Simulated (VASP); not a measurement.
# Zn (P6/mmm) in VASP: further runs, part 2 of 2

VASP 6.6.1.

**6. Single point, revPBE**

Input file INCAR:

```
PREC     = Accurate       # precision mode
ENCUT    = 520            # plane-wave cutoff, eV
EDIFF    = 1E-6           # SCF threshold, eV
ISMEAR   = -1             # smearing method
SIGMA    = 0.1            # smearing width, eV
LREAL    = False          # projectors in reciprocal space
LASPH    = True           # aspherical terms in the spheres
NELM     = 60             # most SCF steps
ALGO     = Normal         # electronic algorithm
ISIF     = 2              # what is computed and relaxed
LWAVE    = False          # write WAVECAR
LCHARG   = False          # write CHGCAR
GGA      = RE             # functional
NBANDS   = 25             # bands
```

Input file KPOINTS:

```
regular mesh
0
Gamma
  11 11 15
```

Input file POSCAR:

```
Zn
1.0
    4.5380869089      0.0000000000      0.0000000000
   -2.2690434544      3.9300985477      0.0000000000
    0.0000000000      0.0000000000      2.7145614707
Zn
3
Direct
    0.0000000000      0.0000000000      1.0000000000
    0.3333333333      0.6666666667      0.5000000000
    0.6666666667      0.3333333333      0.5000000000
```

Potentials or basis: VASP PAW PBE potentials, release 64 (Zn).

Launch:

```console
cat potpaw_PBE.64/Zn/POTCAR > POTCAR
mpirun -np 1 vasp_std > vasp.out
```

OUTCAR:

```text
PREC = Accurate
   ENCUT = 520
   EDIFF = 1E-6
   ISMEAR = -1
   LREAL = False
   LASPH = True
   NELM = 60
   ISIF = 2
   GGA = RE

 ion  position               nearest neighbor table
   1  0.000  0.000  0.000-   2 2.95   3 2.95   2 2.95   3 2.95   2 2.95   2 2.95   3 2.95   3 2.95
                             3 2.95   3 2.95   2 2.95   2 2.95
   2  0.333  0.667  0.500-   3 2.62   3 2.62   3 2.62   1 2.95   1 2.95   1 2.95   1 2.95   1 2.95
                             1 2.95
   3  0.667  0.333  0.500-   2 2.62   2 2.62   2 2.62   1 2.95   1 2.95   1 2.95   1 2.95   1 2.95
                             1 2.95

  LATTYP: Found a hexagonal cell.
 ALAT       =     4.5380869089
 C/A-ratio  =     0.5981730904

  Lattice vectors:

 A1 = (   4.5380869089,   0.0000000000,   0.0000000000)
 A2 = (  -2.2690434544,   3.9300985477,   0.0000000000)
 A3 = (   0.0000000000,   0.0000000000,   2.7145614707)

Analysis of symmetry for initial positions (statically):
=====================================================================
 Subroutine PRICEL returns:
 Original cell was already a primitive cell.

 Routine SETGRP: Setting up the symmetry group for a
 hexagonal supercell.

 Subroutine GETGRP returns: Found 24 space group operations
 (whereof 24 operations were pure point group operations)
 out of a pool of 24 trial point group operations.

The static configuration has the point symmetry D_6h.

Analysis of symmetry for dynamics (positions and initial velocities):
=====================================================================
 Subroutine PRICEL returns:
 Original cell was already a primitive cell.

 Routine SETGRP: Setting up the symmetry group for a
 hexagonal supercell.

 Subroutine GETGRP returns: Found 24 space group operations
 (whereof 24 operations were pure point group operations)
 out of a pool of 24 trial point group operations.

[... 112 lines left out ...]
   PSTRESS=    0.0 pullay stress
   NELECT =      36.0000    total number of electrons
   NUPDOWN=      -1.0000    fix difference up-down
   EMIN   =  10.00;   EMAX   =-10.00  energy-range for DOS
   EFERMI =   0.00;   METHOD = LEGACY
   ISMEAR =    -1;   SIGMA  =   0.10  broadening in eV -4-tet -1-fermi 0-gaus
   EFERMI_NEDOS =   21; number of points for ismear=-14 and -15
   IALGO  =     38    algorithm
   IMIX   =      4    mixing-type and parameters
     AMIX     =   0.40;   BMIX     =  1.00
     AMIX_MAG =   1.60;   BMIX_MAG =  1.00
  volume/ion in A,a.u.               =      16.14       108.91
  Fermi-wavevector in a.u.,A,eV,Ry     =   1.483145  2.802738 29.929006  2.199720
  Thomas-Fermi vector in A             =   2.596843
   LORBIT       =      0    0 simple, 1 ext, 2 COOP (PROOUT), +10 PAW based schemes
   GGA     = RE    functional components
   LHFCALC =     F    Hartree Fock is set to
   AEXX    =    0.0000 exact exchange contribution
   IVDW    =     0    specifies the selected vdW correction
   LEPSILON=     F    determine dielectric tensor
   LRPA    =     F    only Hartree local field effects (RPA)
 non-spin polarized calculation
  energy-cutoff  :      520.00
  volume of cell :       48.41
 maximum number of plane-waves:      1336
 NGX is ok and might be reduce to    36
   NGX = 17   NGY = 17   NGZ = 11

 number of electron      36.0000040 magnetization

 Free energy of the ion-electron system (eV)
  ---------------------------------------------------
  ext. energy  EPLUGINS =         0.00000000
  ---------------------------------------------------
  free energy    TOTEN  =        -2.17636534 eV

  energy without entropy =       -2.14197284  energy(sigma->0) =       -2.15916909

 E-fermi :   2.8860     XC(G=0): -11.1520

 val. band max:        2.8789956176   @ k =   0.3636   0.0000   0.2667
 cond. band min:       2.8870115140   @ k =   0.2727   0.0000   0.2667
 fundamental gap:      0.0080158964
 Fermi energy:         2.8860241675

 k-point     1 :       0.0000    0.0000    0.0000
  band No.  band energies     occupation
      1      -7.1068      2.00000
      2      -5.3011      2.00000
      3      -4.8872      2.00000
      4      -4.8251      2.00000
      5      -4.7765      2.00000
      6      -4.7765      2.00000
[... 661 lines left out ...]
     24      15.7793      0.00000
     25      17.5279      0.00000

 [... further k-points ...]
[... 5 lines left out ...]
  --------------------------------------------------------------------------------------
  -------------------------------------------------------------------------------------
  Total        0.0502621      0.0502621      0.0258516      0.0000000      0.0000000      0.0000000
  in kB        1.6633193      1.6633193      0.8555035      0.0000000      0.0000000      0.0000000
  external PRESSURE =       1.3940473 kB  Pullay stress =       0.0000000 kB

 VOLUME and BASIS-vectors are now :
 -----------------------------------------------------------------------------
  energy-cutoff  :      520.00
  volume of cell :       48.41
      direct lattice vectors                 reciprocal lattice vectors
     4.538086909  0.000000000  0.000000000     0.220357173  0.127223273  0.000000000
    -2.269043454  3.930098548  0.000000000     0.000000000  0.254446546  0.000000000
     0.000000000  0.000000000  2.714561471     0.000000000  0.000000000  0.368383627

 POSITION                                       TOTAL-FORCE (eV/Angst)
 -----------------------------------------------------------------------------------
      0.00000      0.00000      0.00000        -0.000000      0.000000      0.000000
     -0.00000      2.62007      1.35728        -0.000000      0.000000     -0.000000
      2.26904      1.31003      1.35728         0.000000      0.000000      0.000000
 -----------------------------------------------------------------------------------
    total drift:                                0.000000      0.000000     -0.000000

  FREE ENERGIE OF THE ION-ELECTRON SYSTEM (eV)
  ---------------------------------------------------
  free  energy   TOTEN  =        -2.1763653425 eV

  energy  without entropy=       -2.1419728409  energy(sigma->0) =       -2.15916909
```

Run time: 73 s. Hardware: 1 thread of Intel Xeon 6975P-C (Granite Rapids), shared host; peak memory 0.24 GiB.

What came out:

```yaml
Free_energy: -2.1764 eV
Pressure: 0.1 GPa
Band_gap_on_the_k_mesh: zero (band 18 reaches 6.90 eV, above the bottom of band 19 at 1.70 eV)
```

Stress tensor (GPa, compression positive):
```
0.17 0.00 0.00
0.00 0.17 0.00
0.00 0.00 0.09
```

Caveat: the PAW data sets were made with another functional, which shifts forces and pressure a little.

**7. Overview**

| cell | k mesh | gap on the mesh (eV) | pressure (GPa) |
| --- | --- | --- | --- |
| a = 4.538, b = 4.538, c = 2.715 Å, angles 90.0, 90.0, 120.0°, 3 atoms | 9 × 9 × 13 | none | 0.1 |
| a = 4.598, b = 4.598, c = 2.750 Å, angles 90.0, 90.0, 120.0°, 3 atoms | 9 × 9 × 13 | none | -1.9 |
| a = 4.656, b = 4.656, c = 2.785 Å, angles 90.0, 90.0, 120.0°, 3 atoms | 9 × 9 × 13 | none | -3.3 |
| a = 4.713, b = 4.713, c = 2.819 Å, angles 90.0, 90.0, 120.0°, 3 atoms | 9 × 9 × 13 | none | -4.4 |
| a = 4.538, b = 4.538, c = 2.715 Å, angles 90.0, 90.0, 120.0°, 3 atoms | 11 × 11 × 15 | none | 0.1 |

Alike in all rows: task single point; level revPBE; potentials or basis VASP PAW PBE potentials, release 64 (Zn); no spin polarisation; cutoff (eV) 520; smearing fermi-dirac 0.1 eV.

Caveats: the PAW data sets were made with another functional, which shifts forces and pressure a little.

Absolute energies hang on the potentials; compare differences alone.
